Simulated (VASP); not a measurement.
# SnSe: single point with LDA

Crystal: SnSe.

```
Sn Se
1.0
     0.00000    3.01000    3.01000
     3.01000    0.00000    3.01000
     3.01000    3.01000    0.00000
Sn Se
1 1
Direct
  0.00000 0.00000 0.00000
  0.50000 0.50000 0.50000
```

```yaml
Program: VASP 6.6.1
Task: single point
Functional: LDA
Potentials_or_basis: VASP PAW LDA potentials, release 64 (Sn_d, Se)
Cutoff: 520 eV
k_mesh: 6 × 6 × 6
Occupations: fermi-dirac, width 0.05 eV
Spin: non-collinear spin, zero start, spin-orbit coupling
Starting_moments: "[[0.0, 0.0, 0.0], [0.0, 0.0, 0.0]] μB"
```

```yaml
Pressure: -3.6 GPa
Net_moment: 0.00 μB per cell
Valence_electrons_inside_the_program's_atomic_spheres: Sn 12.06; Se 3.79
```

Moments on the atoms (μB; x, y, z):
```
Sn  0.00 0.00 0.00
Se  0.00 0.00 0.00
```

It took 24 s on 1 thread of Intel(R) Xeon(R) 6975P-C (Granite Rapids) (shared host), peak memory 0.25 GiB.
